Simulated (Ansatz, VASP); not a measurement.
**One calculation of Ag, two programs**

```xyz
2
Lattice="2.9300 0.0000 0.0000 -1.4650 2.5375 0.0000 0.0000 0.0000 4.6104" Properties=species:S:1:pos:R:3 pbc="T T T"
Ag    0.0000    1.6916    1.1526
Ag    1.4650    0.8458    3.4578
```

Change from the starting cell: strain -0.0375 x Voigt [0, 0, 1, 0, 0, 0], atoms carried along.

Alike in both runs: task single point; functional r2SCAN; k mesh 18 × 18 × 10; occupations gaussian, width 0.15 eV; no spin polarisation.

```csv
,VASP,Ansatz
version,VASP 6.6.1,Ansatz 0.2.0
potentials or method,"VASP PAW PBE potentials, release 64 (Ag), cutoff 520 eV","scalar-relativistic, plane waves, PAW"
valence electrons in the cell,22,38
```

Ansatz gave:

```
gap on the k mesh at the Fermi level (eV)                     : none
pressure (GPa)                                                : 1.4
traceless stress, the component that is largest in VASP (GPa) : 2.50
```

Q: Which values does VASP return?

A: gap on the k mesh at the Fermi level (eV): none; pressure (GPa): 1.5; traceless stress, the component that is largest in VASP (GPa): 2.54.

VASP's potentials were made for PBE, not for r2SCAN. A gap of «none» marks a metal or a gap that the smearing closes. With one functional, cell and mesh, what is left measures potentials, basis and numerics. VASP's potentials hold 22 valence electrons a cell and Ansatz's 38, so a difference there can come from the potentials and not from the codes.
